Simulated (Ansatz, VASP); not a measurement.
C: VASP beside Ansatz

Contents of INCAR:

```
PREC = Accurate ; ENCUT = 600
EDIFF = 1E-7 ; ISMEAR = 0
SIGMA = 0.01 ; LREAL = F
LASPH = T ; NELM = 120
ALGO = Normal ; ISIF = 3
LWAVE = F ; LCHARG = F
GGA = PS ; IBRION = 2
NSW = 80 ; EDIFFG = -0.001
GGA_COMPAT = F ; NELMIN = 4
```

KPOINTS

```
Automatic mesh
0
Gamma
  12 12 12
```

Contents of POSCAR:

```
C
1.0
    0.0000000000      1.7769046136      1.7769046136
    1.7769046136      0.0000000000      1.7769046136
    1.7769046136      1.7769046136      0.0000000000
C
2
Direct
    0.0000000000      0.0000000000      0.0000000000
    0.2500000000      0.2500000000      0.2500000000
```

Input for Ansatz:

```yaml
crystal:
  lattice:
    - [0.0, 1.7769046136, 1.7769046136]
    - [1.7769046136, 0.0, 1.7769046136]
    - [1.7769046136, 1.7769046136, 0.0]
  atoms:
    - { symbol: C, position: [0.0, 0.0, 0.0] }
    - { symbol: C, position: [0.25, 0.25, 0.25] }
basis:
  ecutwfc: 420
kpoints:
  mp_grid: { grid: [12, 12, 12] }
hamiltonian:
  xc: pbesol
scf:
  occupations: { method: fixed }
output:
  forces: true
  stress: true
  eigenvalues: true
relax:
  adjacent_minimum: "off"
  f_tol: 0.001
  max_steps: 60
  cell: { stress_tol: 0.01 }
```

Alike in both runs: task relaxation of cell and atoms; functional PBEsol; k mesh 12 × 12 × 12; no spin polarisation.

|  | VASP | Ansatz |
| --- | --- | --- |
| version | VASP 6.6.1 | Ansatz 0.2.0 |
| potentials or method | VASP PAW PBE potentials, release 64 (C), cutoff 600 eV | scalar-relativistic, plane waves, PAW |
| occupations | gaussian, width 0.01 eV | fixed |
| valence electrons in the cell | 8 | 8 |

Ansatz gave:

```
gap on the k mesh at the Fermi level, each at its own relaxed structure (eV) : 4.07
relaxed volume (Å³/atom)                                                     : 5.61
relaxed cell length with the largest relative difference (Å)                 : 2.513
```

Task: Estimate VASP's values.

Result: gap on the k mesh at the Fermi level, each at its own relaxed structure (eV): 4.06; relaxed volume (Å³/atom): 5.62; relaxed cell length with the largest relative difference (Å): 2.514.

VASP's potentials were made for PBE, not for PBEsol.
